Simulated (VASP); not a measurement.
# AgB2 (P6/mmm) in VASP: settings compared

AgB2 is run at these levels: PBE+D3(BJ), PBE+D4, BLYP+D3(BJ), revPBE; tasks: single point.

Program: VASP 6.6.1. These are calculated values, not measurements. Logs are shortened: lines on timing, memory, paths and dates and some standing lists are left out, and cuts for length are marked.

## (1) The cell of the first run

Symmetry: P6/mmm, No. 191, hexagonal system. The conventional cell has a = 3.017 Å, b = 3.017 Å, c = 4.050 Å, α = 90.00°, β = 90.00°, γ = 120.00°. Within 3.5 Å of Ag (site symmetry 6/mmm) lie 12 B at 2.67 Å and 6 Ag at 3.02 Å. B (site symmetry -6m2) has 3 B at 1.74 Å within 2.3 Å.

## (2) Single point, PBE+D3(BJ) (volume scaled by 1.02)

File INCAR:

```
ALGO = Normal ; EDIFF = 1E-6
ENCUT = 520 ; GGA = PE
ISIF = 2 ; ISMEAR = 0
IVDW = 12 ; LASPH = T
LCHARG = F ; LREAL = F
LWAVE = F ; NBANDS = 16
NELM = 60 ; PREC = Accurate
SIGMA = 0.05
```

File KPOINTS:

```
k-points
0
Gamma
  10 10 8
```

File POSCAR:

```
AgB2
1.0
    3.0169285042      0.0000000000      0.0000000000
   -1.5084642521      2.6127367261      0.0000000000
    0.0000000000      0.0000000000      4.0500939023
Ag B
1 2
Direct
    0.0000000000      0.0000000000      0.0000000000
    0.3333333333      0.6666666667      0.5000000000
    0.6666666667      0.3333333333      0.5000000000
```

Potentials or basis: VASP PAW PBE potentials, release 64 (Ag, B).

Launch:

```
$ cat potpaw_PBE.64/Ag/POTCAR potpaw_PBE.64/B/POTCAR > POTCAR
$ mpirun -np 1 vasp_std > vasp.out
```

OUTCAR:

```text
EDIFF = 1E-6
   ENCUT = 520
   GGA = PE
   ISIF = 2
   ISMEAR = 0
   IVDW = 12
   LASPH = T
   LREAL = F
   NELM = 60
   PREC = Accurate
 IVDW          = 12

 ion  position               nearest neighbor table
   1  0.000  0.000  0.000-   2 2.67   3 2.67   2 2.67   3 2.67   3 2.67   3 2.67   2 2.67   2 2.67
                             3 2.67   3 2.67   2 2.67   2 2.67
   2  0.333  0.667  0.500-   3 1.74   3 1.74   3 1.74   1 2.67   1 2.67   1 2.67   1 2.67   1 2.67
                             1 2.67
   3  0.667  0.333  0.500-   2 1.74   2 1.74   2 1.74   1 2.67   1 2.67   1 2.67   1 2.67   1 2.67
                             1 2.67

  LATTYP: Found a hexagonal cell.
 ALAT       =     3.0169285042
 C/A-ratio  =     1.3424560432

  Lattice vectors:

 A1 = (   3.0169285042,   0.0000000000,   0.0000000000)
 A2 = (  -1.5084642521,   2.6127367261,   0.0000000000)
 A3 = (   0.0000000000,   0.0000000000,   4.0500939023)

Analysis of symmetry for initial positions (statically):
=====================================================================
 Subroutine PRICEL returns:
 Original cell was already a primitive cell.

 Routine SETGRP: Setting up the symmetry group for a
 hexagonal supercell.

 Subroutine GETGRP returns: Found 24 space group operations
 (whereof 24 operations were pure point group operations)
 out of a pool of 24 trial point group operations.

The static configuration has the point symmetry D_6h.

Analysis of symmetry for dynamics (positions and initial velocities):
=====================================================================
 Subroutine PRICEL returns:
 Original cell was already a primitive cell.

 Routine SETGRP: Setting up the symmetry group for a
 hexagonal supercell.

 Subroutine GETGRP returns: Found 24 space group operations
 (whereof 24 operations were pure point group operations)
 out of a pool of 24 trial point group operations.

The dynamic configuration has the point symmetry D_6h.

 Subroutine INISYM returns: Found 24 space group operations
 (whereof 24 operations are pure point group operations),
 and found     1 'primitive' translations

----------------------------------------------------------------------------------------

                                     Primitive cell

  volume of cell :      31.9246

  direct lattice vectors                    reciprocal lattice vectors
     3.016928504  0.000000000  0.000000000     0.331462943  0.191370219  0.000000000
    -1.508464252  2.612736726  0.000000000     0.000000000  0.382740438  0.000000000
     0.000000000  0.000000000  4.050093902     0.000000000  0.000000000  0.246907856

  length of vectors
     3.016928504  3.016928504  4.050093902     0.382740438  0.382740438  0.246907856

  position of ions in fractional coordinates (direct lattice)
     0.000000000  0.000000000  0.000000000
     0.333333333  0.666666667  0.500000000
     0.666666667  0.333333333  0.500000000

  ion indices of the primitive-cell ions
   primitive index   ion index
                 1           1
                 2           2
                 3           3

----------------------------------------------------------------------------------------

 KPOINTS: k-points

Automatic generation of k-mesh.
 Grid dimensions read from file:
 generate k-points for:   10   10    8

 Generating k-lattice:

  Cartesian coordinates                     Fractional coordinates (reciprocal lattice)
     0.033146294  0.019137022  0.000000000     0.100000000  0.000000000  0.000000000
     0.000000000  0.038274044  0.000000000     0.000000000  0.100000000  0.000000000
     0.000000000  0.000000000  0.030863482     0.000000000  0.000000000  0.125000000

  Length of vectors
     0.038274044  0.038274044  0.030863482

  Shift w.r.t. Gamma in fractional coordinates (k-lattice)
     0.000000000  0.000000000  0.000000000

 Subroutine IBZKPT returns following result:
 ===========================================

 Found     70 irreducible k-points:

 Following reciprocal coordinates:
            Coordinates               Weight
  0.000000  0.000000  0.000000      1.000000
  0.100000 -0.000000  0.000000      6.000000
  0.200000 -0.000000  0.000000      6.000000
  0.300000 -0.000000  0.000000      6.000000
  0.400000  0.000000  0.000000      6.000000
  0.500000  0.000000  0.000000      3.000000
[... 16 lines left out ...]
  0.300000  0.100000  0.125000     24.000000
  0.400000  0.100000  0.125000     24.000000
 [... further k-points ...]
   k-points           NKPTS =     70   k-points in BZ     NKDIM =     70   number of bands    NBANDS=     16
   number of dos      NEDOS =    301   number of ions     NIONS =      3
   total plane-waves  NPLWV =  17280
   dimension x,y,z NGX =    24 NGY =   24 NGZ =   30
   dimension x,y,z NGXF=    48 NGYF=   48 NGZF=   60
   ions per type =               1   2
   NGX,Y,Z   is equivalent  to a cutoff of  13.23, 13.23, 12.31 a.u.
   NGXF,Y,Z  is equivalent  to a cutoff of  26.45, 26.45, 24.63 a.u.
 SYSTEM =  unknown system
   PREC   = accura    normal or accurate (medium, high low for compatibility)
   ISTART =      0    job   : 0-new  1-cont  2-samecut
   ICHARG =      2    charge: 1-file 2-atom 10-const
   ISPIN  =      1    spin polarized calculation?
   LNONCOLLINEAR =      F non collinear calculations
   LSORBIT =      F    spin-orbit coupling
   LASPH  =      T    aspherical Exc in radial PAW
   ENCUT  =  520.0 eV  38.22 Ry    6.18 a.u.   5.61  5.61  7.53*2*pi/ulx,y,z
   NELM   =     60;   NELMIN=  2; NELMDL= -5     # of ELM steps
   EDIFF  = 0.1E-05   stopping-criterion for ELM
   LREAL  =      F    real-space projection
   EDIFFG = 0.1E-04   stopping-criterion for IOM
   NSW    =      0    number of steps for IOM
   IBRION =     -1    ionic relax: 0-MD 1-quasi-New 2-CG
   NFREE  =      0    steps in history (QN), initial steepest desc. (CG)
   ISIF   =      2    stress and relaxation
   ISYM   =      2    0-nonsym 1-usesym 2-fastsym
   POTIM  = 0.5000    time-step for ionic-motion
   TEBEG  =    0.0;   TEEND  =   0.0 temperature during run
   PSTRESS=    0.0 pullay stress
   NELECT =      17.0000    total number of electrons
   NUPDOWN=      -1.0000    fix difference up-down
   EMIN   =  10.00;   EMAX   =-10.00  energy-range for DOS
   EFERMI =   0.00;   METHOD = LEGACY
   ISMEAR =     0;   SIGMA  =   0.05  broadening in eV -4-tet -1-fermi 0-gaus
   EFERMI_NEDOS =   21; number of points for ismear=-14 and -15
   IALGO  =     38    algorithm
   IMIX   =      4    mixing-type and parameters
     AMIX     =   0.40;   BMIX     =  1.00
     AMIX_MAG =   1.60;   BMIX_MAG =  1.00
  volume/ion in A,a.u.               =      10.64        71.81
  Fermi-wavevector in a.u.,A,eV,Ry     =   1.326934  2.507541 23.956499  1.760753
  Thomas-Fermi vector in A             =   2.456284
   LORBIT       =      0    0 simple, 1 ext, 2 COOP (PROOUT), +10 PAW based schemes
   GGA     = PE    functional components
   LHFCALC =     F    Hartree Fock is set to
   AEXX    =    0.0000 exact exchange contribution
   IVDW    =    12    specifies the selected vdW correction
   LEPSILON=     F    determine dielectric tensor
   LRPA    =     F    only Hartree local field effects (RPA)
 non-spin polarized calculation
 Gauss-broadening in eV      SIGMA  =   0.05
  energy-cutoff  :      520.00
  volume of cell :       31.92
 maximum number of plane-waves:       891
 NGX is ok and might be reduce to    24
   NGX = 11   NGY = 11   NGZ = 15

 number of electron      16.9999994 magnetization

 Free energy of the ion-electron system (eV)
  ---------------------------------------------------
  ext. energy  EPLUGINS =         0.00000000
  ---------------------------------------------------
  free energy    TOTEN  =       -14.57052554 eV

  energy without entropy =      -14.56945969  energy(sigma->0) =      -14.56999262

 E-fermi :   7.0871     XC(G=0): -12.0282

 val. band max:        7.0772348385   @ k =   0.3000  -0.0000   0.5000
 cond. band min:       7.1084104571   @ k =   0.1000   0.1000   0.0000
 fundamental gap:      0.0311756186
 Fermi energy:         7.0870635866

 k-point     1 :       0.0000    0.0000    0.0000
  band No.  band energies     occupation
      1      -4.9987      2.00000
      2       1.4471      2.00000
      3       2.3402      2.00000
      4       2.3402      2.00000
      5       3.2836      2.00000
      6       3.2836      2.00000
[... 8 lines left out ...]
     15      23.7289      0.00000
     16      24.8392      0.00000

 k-point     2 :       0.1000   -0.0000    0.0000
  band No.  band energies     occupation
      1      -4.8164      2.00000
      2       1.5765      2.00000
      3       2.2425      2.00000
      4       2.4548      2.00000
      5       2.5374      2.00000
      6       3.2568      2.00000
[... 8 lines left out ...]
     15      24.1912      0.00000
     16      24.2863      0.00000

 k-point     3 :       0.2000   -0.0000    0.0000
  band No.  band energies     occupation
      1      -4.2772      2.00000
      2       1.7650      2.00000
      3       1.9615      2.00000
      4       2.0927      2.00000
      5       2.7720      2.00000
      6       3.1873      2.00000
[... 8 lines left out ...]
     15      22.5955      0.00000
     16      23.3414      0.00000

 k-point     4 :       0.3000   -0.0000    0.0000
  band No.  band energies     occupation
      1      -3.4045      2.00000
      2       1.4309      2.00000
      3       1.5676      2.00000
      4       2.1060      2.00000
      5       3.1027      2.00000
      6       3.2119      2.00000
[... 8 lines left out ...]
     15      20.9985      0.00000
     16      22.7666      0.00000
[... 324 lines left out ...]
 k-point    22 :       0.2000    0.1000    0.1250
  band No.  band energies     occupation
      1      -3.6717      2.00000
      2       1.5281      2.00000
      3       1.8268      2.00000
      4       2.1136      2.00000
      5       2.9753      2.00000
      6       3.1016      2.00000
[... 8 lines left out ...]
     15      19.8515      0.00000
     16      22.8220      0.00000

 k-point    23 :       0.3000    0.1000    0.1250
  band No.  band energies     occupation
      1      -2.6761      2.00000
      2       0.9850      2.00000
      3       1.6453      2.00000
      4       2.0464      2.00000
      5       2.8164      2.00000
      6       3.4338      2.00000
[... 8 lines left out ...]
     15      20.2703      0.00000
     16      21.8892      0.00000

 k-point    24 :       0.4000    0.1000    0.1250
  band No.  band energies     occupation
      1      -1.4376      2.00000
      2      -0.0855      2.00000
      3       1.5922      2.00000
      4       1.7118      2.00000
      5       2.7005      2.00000
      6       3.7000      2.00000
[... 8 lines left out ...]
     15      20.7746      0.00000
     16      22.7568      0.00000

 [... further k-points ...]

------------------------ aborting loop because EDIFF is reached ----------------------------------------

 Edisp (eV)   -0.98454

 E8    (eV) :    -0.3852

  FORCE on cell =-STRESS in cart. coord.  units (eV):
  Direction    XX          YY          ZZ          XY          YZ          ZX
  --------------------------------------------------------------------------------------
  -------------------------------------------------------------------------------------
  Total      -0.90497    -0.90497    -0.66784     0.00000    -0.00000     0.00000
  in kB     -45.41697   -45.41697   -33.51631     0.00000    -0.00000     0.00000
  external pressure =      -41.45 kB  Pullay stress =        0.00 kB

 VOLUME and BASIS-vectors are now :
 -----------------------------------------------------------------------------
  energy-cutoff  :      520.00
  volume of cell :       31.92
      direct lattice vectors                 reciprocal lattice vectors
     3.016928504  0.000000000  0.000000000     0.331462943  0.191370219  0.000000000
    -1.508464252  2.612736726  0.000000000     0.000000000  0.382740438  0.000000000
     0.000000000  0.000000000  4.050093902     0.000000000  0.000000000  0.246907856

 POSITION                                       TOTAL-FORCE (eV/Angst)
 -----------------------------------------------------------------------------------
      0.00000      0.00000      0.00000        -0.000000      0.000000     -0.000000
     -0.00000      1.74182      2.02505         0.000000      0.000000     -0.000000
      1.50846      0.87091      2.02505        -0.000000      0.000000      0.000000
 -----------------------------------------------------------------------------------
    total drift:                               -0.000000      0.000000     -0.000000

  FREE ENERGIE OF THE ION-ELECTRON SYSTEM (eV)
  ---------------------------------------------------
  free  energy   TOTEN  =       -15.5550617507 eV

  energy  without entropy=      -15.5539959045  energy(sigma->0) =      -15.55452883
```

Wall time 48 s (1 thread of AMD EPYC 7R13, shared host); peak memory 0.15 GiB.

What came out:

```yaml
Free_energy: -15.5551 eV
Pressure: -4.1 GPa
Dispersion_energy_per_atom: -0.328 eV
```

Stress tensor (GPa, compression positive):
```
-4.54  0.00  0.00
 0.00 -4.54  0.00
 0.00  0.00 -3.35
```

Caveat: the cell differs from its parent crystal (volume scaled by 1.02); three body term missing; pairwise dispersion overbinds metals, which lowers pressure and volume.

## (3) Single point, PBE+D4 (volume scaled by 1.02)

File INCAR:

```
SYSTEM = AgB2
PREC = Accurate
ENCUT = 520
EDIFF = 1E-7
ISMEAR = 0
SIGMA = 0.05
LREAL = .FALSE.
LASPH = .TRUE.
NELM = 60
ALGO = Normal
ISIF = 2
LWAVE = .FALSE.
LCHARG = .TRUE.
GGA = PE
IVDW = 13
LELF = .TRUE.
LVHAR = .TRUE.
NBANDS = 16
```

File KPOINTS:

```
regular mesh
0
G
  10 10 8
  0 0 0
```

File POSCAR:

```
AgB2
1.0
    3.0062145800      0.0000000000      0.0000000000
   -1.5031072900      2.6034581955      0.0000000000
    0.0000000000      0.0000000000      4.0203371787
Ag B
1 2
Direct
    0.0000000000      0.0000000000      0.0000000000
    0.3333333333      0.6666666667      0.5000000000
    0.6666666667      0.3333333333      0.5000000000
```

Potentials or basis: VASP PAW PBE potentials, release 64 (Ag, B).

Launch:

```
$ cat potpaw_PBE.64/Ag/POTCAR potpaw_PBE.64/B/POTCAR > POTCAR
$ mpirun -np 1 vasp_std > vasp.out
```

Run time: 46 s. Hardware: 1 thread of AMD EPYC 7R13, shared host; peak memory 0.14 GiB.

The run converged. Its results:

```yaml
Free_energy: -15.6973 eV
Pressure: -3.0 GPa
Dispersion_energy_per_atom: -0.378 eV
```

Levels at points of the mesh, in eV from the Fermi level:
| k point | band 4 | band 5 | band 6 | band 7 | band 8 | band 9 | band 10 | band 11 | band 12 | band 13 |
| --- | --- | --- | --- | --- | --- | --- | --- | --- | --- | --- |
| (0.00, 0.00, 0.00) | -4.81 | -3.84 | -3.84 | -3.81 | 1.29 | 1.29 | 1.47 | 7.55 | 7.55 | 9.54 |
| (0.50, 0.00, 0.00) | -5.59 | -4.12 | -3.28 | -2.62 | -1.72 | 2.52 | 3.01 | 4.04 | 6.06 | 8.03 |
| (0.00, 0.00, 0.50) | -4.69 | -4.69 | -3.99 | -3.99 | 0.96 | 0.96 | 7.73 | 8.78 | 8.78 | 9.07 |
| (0.50, 0.00, 0.50) | -4.84 | -3.98 | -3.27 | -2.62 | -2.57 | -0.32 | 1.41 | 6.47 | 9.46 | 9.61 |

Caveat: the cell differs from its parent crystal (volume scaled by 1.02); pairwise dispersion overbinds metals, which lowers pressure and volume.

## (4) Single point, BLYP+D3(BJ)

This run uses another cell than the first one, of 10.55 Å³/atom, 0.991 times its volume.

File INCAR:

```
SYSTEM = AgB2
PREC = Accurate ; ENCUT = 520
EDIFF = 1E-6 ; ISMEAR = 0
SIGMA = 0.05 ; LREAL = .False.
LASPH = .True. ; NELM = 100
ALGO = Normal ; ISIF = 2
LWAVE = .False. ; LCHARG = .False.
GGA = B5 ; ALDAX = 1.0
AGGAX = 1.0 ; AGGAC = 1.0
ALDAC = 0.0 ; IVDW = 12
VDW_S6 = 1.0 ; VDW_S8 = 2.6996
VDW_A1 = 0.4298 ; VDW_A2 = 4.2359
NBANDS = 16
```

File KPOINTS:

```
Automatic mesh
0
Gamma
  10 10 8
  0 0 0
```

File POSCAR:

```
AgB2
1.0
    2.9774149042      0.0000000000      0.0000000000
   -1.4887074521      2.5785169446      0.0000000000
    0.0000000000      0.0000000000      4.1211483758
Ag B
1 2
Direct
    0.0000000000      0.0000000000      0.0000000000
    0.3333333333      0.6666666667      0.5000000000
    0.6666666667      0.3333333333      0.5000000000
```

Launch:

```
$ cat potpaw_PBE.64/Ag/POTCAR potpaw_PBE.64/B/POTCAR > POTCAR
$ mpirun -np 1 vasp_std > vasp.out
```

It took 57 s on 1 thread of AMD EPYC 7R13, shared host; peak memory 0.15 GiB.

The run converged. Its results:

| Quantity | Value |
| --- | --- |
| Free energy | -14.7683 eV |
| Pressure | -0.5 GPa |
| Dispersion energy per atom | -0.721 eV |

Stress tensor (GPa, compression positive):
```
-0.53  0.00  0.00
 0.00 -0.53  0.00
 0.00  0.00 -0.43
```

Levels at points of the mesh, in eV from the Fermi level:
```csv
k point,band 6,band 7,band 8,band 9,band 10,band 11
"(0.00, 0.00, 0.00)",-3.87,-3.78,0.97,1.24,1.24,8.00
"(0.50, 0.00, 0.00)",-3.29,-2.71,-1.64,2.66,2.95,3.88
"(0.00, 0.00, 0.50)",-3.98,-3.98,0.98,0.98,7.02,9.04
"(0.50, 0.00, 0.50)",-3.29,-2.84,-2.29,-0.48,1.59,7.03
```

Caveat: the PAW data sets were made with another functional, which shifts forces and pressure a little; pairwise dispersion overbinds metals, which lowers pressure and volume.

## (5) Single point, BLYP+D3(BJ)

This run uses another cell than the first one, of 10.51 Å³/atom, 0.988 times its volume.

File INCAR:

```
AGGAC = 1.0 ; AGGAX = 1.0
ALDAC = 0.0 ; ALDAX = 1.0
ALGO = Normal ; EDIFF = 1E-6
ENCUT = 520 ; GGA = B5
ISIF = 2 ; ISMEAR = 0
IVDW = 12 ; LASPH = True
LCHARG = False ; LREAL = False
LWAVE = False ; NBANDS = 16
NELM = 100 ; PREC = Accurate
SIGMA = 0.05 ; VDW_A1 = 0.4298
VDW_A2 = 4.2359 ; VDW_S6 = 1.0
VDW_S8 = 2.6996
```

File KPOINTS:

```
k-points
0
Gamma
  10 10 8
```

File POSCAR:

```
AgB2
1.0
    2.9748898206      0.0000000000      0.0000000000
   -1.4874449103      2.5763301581      0.0000000000
    0.0000000000      0.0000000000      4.1134184144
Ag B
1 2
Direct
    0.0000000000      0.0000000000      0.0000000000
    0.3333333333      0.6666666667      0.5000000000
    0.6666666667      0.3333333333      0.5000000000
```

Launch:

```
$ cat potpaw_PBE.64/Ag/POTCAR potpaw_PBE.64/B/POTCAR > POTCAR
$ mpirun -np 1 vasp_std > vasp.out
```

It took 54 s on 1 thread of AMD EPYC 7R13, shared host; peak memory 0.15 GiB.

Results (log left out):

| Quantity | Value |
| --- | --- |
| Free energy | -14.7684 eV |
| Pressure | 0.0 GPa |
| Dispersion energy per atom | -0.724 eV |

Levels at points of the mesh, in eV from the Fermi level:
```csv
k point,band 5,band 6,band 7,band 8,band 9,band 10,band 11,band 12
"(0.00, 0.00, 0.00)",-3.88,-3.88,-3.79,1.00,1.24,1.24,8.01,8.01
"(0.50, 0.00, 0.00)",-4.17,-3.30,-2.71,-1.65,2.66,2.96,3.89,6.02
"(0.00, 0.00, 0.50)",-4.78,-3.99,-3.99,0.98,0.98,7.06,9.05,9.05
"(0.50, 0.00, 0.50)",-4.06,-3.29,-2.84,-2.31,-0.48,1.59,7.04,9.07
```

Caveat: the PAW data sets were made with another functional, which shifts forces and pressure a little; pairwise dispersion overbinds metals, which lowers pressure and volume.

(Part 1 of 2 ends here.)
